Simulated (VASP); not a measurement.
Here is a VASP 6.6.1 calculation.

The input INCAR:

```
SYSTEM = Al
PREC = Accurate
ENCUT = 500
EDIFF = 1E-6
ISMEAR = 0
SIGMA = 0.1
LREAL = .FALSE.
LASPH = .TRUE.
NELM = 120
ALGO = Normal
ISIF = 2
LWAVE = .FALSE.
LCHARG = .FALSE.
GGA = PE
NBANDS = 10
GGA_COMPAT = .FALSE.
```

The input KPOINTS:

```
regular mesh
0
G
  6 6 2
  0 0 0
```

The input POSCAR:

```
Al
1.0
    2.8124553515      0.0000000000      0.0000000000
   -1.4062276757      2.4356577814      0.0000000000
    0.0000000000      0.0000000000      4.8668500000
Al
2
Direct
    0.6666666667      0.3333333333      0.7500000000
    0.3333333333      0.6666666667      0.2500000000
```

Potentials or basis: VASP PAW PBE potentials, release 64 (Al).

Launch:

```sh
$ cat potpaw_PBE.64/Al/POTCAR > POTCAR
$ mpirun -np 1 vasp_std > vasp.out
```

(1) Estimate the pressure.

(2) Estimate the band gap on the k mesh.

## Answers

(1) 0.5 GPa.

(2) zero (band 3 reaches 11.58 eV, above the bottom of band 4 at 4.81 eV).

Caveat: the k points lie up to 0.65 Å⁻¹ apart.
